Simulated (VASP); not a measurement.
Set up this calculation in VASP 6.6.1, as the native input.

| Property | Result |
| --- | --- |
| Task | single point |
| Functional | PBEsol |
| Potentials or basis | VASP PAW PBE potentials, release 64 (Ba_sv, Ti_sv, O) |
| Cutoff | 520 eV |
| k mesh | 8 × 8 × 8 |
| Occupations | gaussian, width 0.02 eV |
| Spin | no spin polarisation |
| Dipole correction | no |
| Further INCAR settings | ALGO = Normal; EDIFF = 1e-06; NBANDS = 28 |

The structure of BaTiO3 lies in POSCAR:

```
BaTiO3
1.0
    4.0095680243      0.0000000000      0.0000000000
    0.0000000000      4.0095680243      0.0000000000
    0.0000000000      0.0000000000      3.9460501150
Ba Ti O
1 1 3
Direct
    0.5000000000      0.5000000000      0.5000000000
    0.0000000000      0.0000000000      0.0000000000
    0.5000000000      0.0000000000      0.0000000000
    0.0000000000      0.5000000000      0.0000000000
    0.0000000000      0.0000000000      0.5000000000
```

This cell differs from its parent crystal: biaxial strain in the a-b plane: +1.0 %.

These files were run (other wordings do the same):

INCAR

```
SYSTEM = BaTiO3
PREC = Accurate ; ENCUT = 520
EDIFF = 1E-6 ; ISMEAR = 0
SIGMA = 0.02 ; LREAL = .FALSE.
LASPH = .TRUE. ; NELM = 100
ALGO = Normal ; ISIF = 2
LWAVE = .FALSE. ; LCHARG = .FALSE.
GGA = PS ; NBANDS = 28
```

KPOINTS

```
Automatic mesh
0
G
  8 8 8
  0 0 0
```

Potentials or basis: VASP PAW PBE potentials, release 64 (Ba_sv, Ti_sv, O).

The run is started by

```bash
$ cat potpaw_PBE.64/Ba_sv/POTCAR potpaw_PBE.64/Ti_sv/POTCAR potpaw_PBE.64/O/POTCAR > POTCAR
$ mpirun -np 1 vasp_std > vasp.out
```

Results of the run:

The pressure is -0.4 GPa and the band gap on the k mesh is 1.69 eV, indirect (least direct gap 1.82 eV).

Caveat: the cell differs from its parent crystal (biaxial strain in the a-b plane: +1.0 %); the PAW data sets were made with another functional, which shifts forces and pressure a little; spin-orbit coupling is left out, which moves the levels of the heavy elements.

It took 75 s on 1 thread of Intel(R) Xeon(R) Platinum 8488C (Sapphire Rapids), on a shared host, peak memory 0.26 GiB.
